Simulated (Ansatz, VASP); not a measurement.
**Two plane-wave programs on AlN**

Contents of INCAR:

```
SYSTEM = AlN
PREC = Accurate
ENCUT = 600
EDIFF = 1E-6
ISMEAR = 0
SIGMA = 0.05
LREAL = .False.
LASPH = .True.
NELM = 120
ALGO = Normal
ISIF = 2
LWAVE = .False.
LCHARG = .False.
GGA = PS
NBANDS = 16
GGA_COMPAT = .False.
```

File KPOINTS:

```
regular mesh
0
Gamma
  12 12 6
  0 0 0
```

POSCAR

```
AlN
1.0
    3.3627880581      0.0000000000      0.0000000000
   -1.6813940290      2.9122598858      0.0000000000
    0.0000000000      0.0000000000      5.1827532083
Al N
2 2
Direct
    0.3333333333      0.6666666667      0.0015080761
    0.6666666667      0.3333333333      0.5015080761
    0.3333333333      0.6666666667      0.3834919239
    0.6666666667      0.3333333333      0.8834919239
```

Input for Ansatz:

```yaml
crystal:
  lattice:
    - [3.3627880581, 0.0, 0.0]
    - [-1.681394029, 2.9122598858, 0.0]
    - [0.0, 0.0, 5.1827532083]
  atoms:
    - { symbol: Al, position: [0.3333333333, 0.6666666667, 0.0015080761] }
    - { symbol: Al, position: [0.6666666667, 0.3333333333, 0.5015080761] }
    - { symbol: "N", position: [0.3333333333, 0.6666666667, 0.3834919239] }
    - { symbol: "N", position: [0.6666666667, 0.3333333333, 0.8834919239] }
basis:
  ecutwfc: 420
kpoints:
  mp_grid: { grid: [12, 12, 6] }
hamiltonian:
  xc: pbesol
scf:
  occupations: { method: gaussian, width: 0.05 }
output:
  forces: true
  stress: true
  eigenvalues: true
```

Change from the starting cell: strain +0.080 along x and y, +0.040 along z, atoms carried along.

Alike in both runs: task single point; functional PBEsol; k mesh 12 × 12 × 6; occupations gaussian, width 0.05 eV; no spin polarisation.

|  | VASP | Ansatz |
| --- | --- | --- |
| version | VASP 6.6.1 | Ansatz 0.2.0 |
| potentials or method | VASP PAW PBE potentials, release 64 (Al, N), cutoff 600 eV | scalar-relativistic, plane waves, PAW |
| valence electrons in the cell | 16 | 16 |

Ansatz gave:

```
gap on the k mesh at the Fermi level (eV)                     : 2.46
least direct gap on the mesh (eV)                             : 2.46
pressure (GPa)                                                : -26.5
traceless stress, the component that is largest in VASP (GPa) : 6.69
rms of the force components (eV/Å)                            : 0.039
```

**Question.** What did VASP give for the same quantities?

**Answer.** gap on the k mesh at the Fermi level (eV): 2.46; least direct gap on the mesh (eV): 2.46; pressure (GPa): -26.7; traceless stress, the component that is largest in VASP (GPa): 6.74; rms of the force components (eV/Å): 0.041.

VASP's potentials were made for PBE, not for PBEsol. Atom by atom the forces differ by 0.002 eV/Å (rms over components).
